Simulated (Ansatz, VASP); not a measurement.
# KCl in VASP and in Ansatz

Contents of POSCAR:

```
KCl
1.0
    0.0000000000      3.0152117675      3.0152117675
    3.0152117675      0.0000000000      3.0152117675
    3.0152117675      3.0152117675      0.0000000000
K Cl
1 1
Direct
    0.0000000000      0.0000000000      0.0000000000
    0.5000000000      0.5000000000      0.5000000000
```

Contents of INCAR.step1:

```
SYSTEM = KCl
  ALGO = Normal
  EDIFF = 1E-4
  ENCUT = 520
  GGA = PE
  ISMEAR = 0
  LASPH = .True.
  LCHARG = .False.
  LREAL = .False.
  LWAVE = .True.
  NBANDS = 15
  NELM = 100
  PREC = Accurate
  SIGMA = 0.02
```

INCAR.step2

```
SYSTEM = KCl
  ALGO = Normal
  EDIFF = 1E-6
  ENCUT = 520
  ISIF = 2
  ISMEAR = 0
  ISTART = 1
  LASPH = .True.
  LCHARG = .False.
  LMIXTAU = .True.
  LREAL = .False.
  LWAVE = .False.
  METAGGA = R2SCAN
  NBANDS = 15
  NELM = 100
  PREC = Accurate
  SIGMA = 0.02
```

Contents of KPOINTS:

```
k-points
0
Gamma
  6 6 6
  0 0 0
```

Input for Ansatz:

```yaml
crystal:
  lattice:
    - [0.0, 3.0152117675, 3.0152117675]
    - [3.0152117675, 0.0, 3.0152117675]
    - [3.0152117675, 3.0152117675, 0.0]
  atoms:
    - { symbol: K, position: [0.0, 0.0, 0.0] }
    - { symbol: Cl, position: [0.5, 0.5, 0.5] }
basis:
  ecutwfc: 500
kpoints:
  mp_grid: { grid: [6, 6, 6] }
hamiltonian:
  xc: r2scan
scf:
  occupations: { method: gaussian, width: 0.02 }
output:
  forces: true
  stress: true
  eigenvalues: true
```

Alike in both runs: task single point; functional r2SCAN; k mesh 6 × 6 × 6; occupations gaussian, width 0.02 eV; no spin polarisation.

|  | VASP | Ansatz |
| --- | --- | --- |
| version | VASP 6.6.1 | Ansatz 0.2.0 |
| potentials or method | VASP PAW PBE potentials, release 64 (K_sv, Cl), cutoff 520 eV | scalar-relativistic, plane waves, PAW |
| valence electrons in the cell | 16 | 16 |

```csv
,VASP,Ansatz,Ansatz less VASP
gap on the k mesh at the Fermi level (eV),6.32,6.32,-0.004
least direct gap on the mesh (eV),6.32,6.32,-0.004
pressure (GPa),3.4,3.4,0.00
```

VASP's potentials were made for PBE, not for r2SCAN.
